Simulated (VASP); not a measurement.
## Si: relaxation of the atoms with r2SCAN

Si:

```
Si
1.0
     3.85120    0.00000    0.00000
    -1.92560    3.33524    0.00000
     0.00000    0.00000    6.33487
Si
4
Direct
  0.33333 0.66667 0.99957
  0.66667 0.33333 0.49957
  0.33333 0.66667 0.37443
  0.66667 0.33333 0.87443
```

This cell differs from its parent crystal: strained cell.

- Program: VASP 6.6.1
- Task: relaxation of the atoms
- Functional: r2SCAN
- Potentials or basis: VASP PAW PBE potentials, release 64 (Si)
- Cutoff: 520 eV
- k mesh: 9 × 9 × 4
- Occupations: gaussian, width 0.02 eV
- Spin: no spin polarisation
- Dipole correction: no
- Further INCAR settings: ALGO = Normal; EDIFF = 1e-07; IBRION = 2; EDIFFG = -0.002; NSW = 60

```
Energy gained by relaxing : 0.0 meV/atom
Ionic steps               : 3
Pressure after relaxing   : -1.1 GPa
Band gap on the k mesh    : 0.66 eV (least direct gap 1.29 eV)
```

Stress tensor (GPa, compression positive):
```
-1.40  0.00  0.00
 0.00 -1.40  0.00
 0.00  0.00 -0.37
```

Final structure:
```cif
data_structure
_symmetry_space_group_name_H-M 'P 1'
_symmetry_Int_Tables_number 1
_cell_length_a 3.8512
_cell_length_b 3.8512
_cell_length_c 6.3349
_cell_angle_alpha 90.000
_cell_angle_beta 90.000
_cell_angle_gamma 120.000
_cell_volume 81.37
loop_
_atom_site_label
_atom_site_type_symbol
_atom_site_fract_x
_atom_site_fract_y
_atom_site_fract_z
_atom_site_occupancy
Si1 Si 0.33333 0.66667 0.99968 1
Si2 Si 0.66667 0.33333 0.49968 1
Si3 Si 0.33333 0.66667 0.37432 1
Si4 Si 0.66667 0.33333 0.87432 1
```

Levels at points of the mesh, in eV from the valence-band top:
```csv
k point,band 5,band 6,band 7,band 8,band 9,band 10,band 11,band 12
"(0.00, 0.00, 0.00)",-1.61,-0.32,0.00,0.00,1.29,2.16,2.16,2.65
"(0.00, 0.00, 0.50)",-0.98,-0.98,-0.98,-0.98,2.08,2.08,3.20,3.20
```

Run time: 100 s on 1 thread of AMD EPYC 9R45 96-Core Processor (Zen 5), on a shared host, peak memory 0.18 GiB.

Caveat: the cell differs from its parent crystal (strained cell); the PAW data sets were made with another functional, which shifts forces and pressure a little; an odd mesh through Γ misses points on the zone boundary, where band edges can lie.
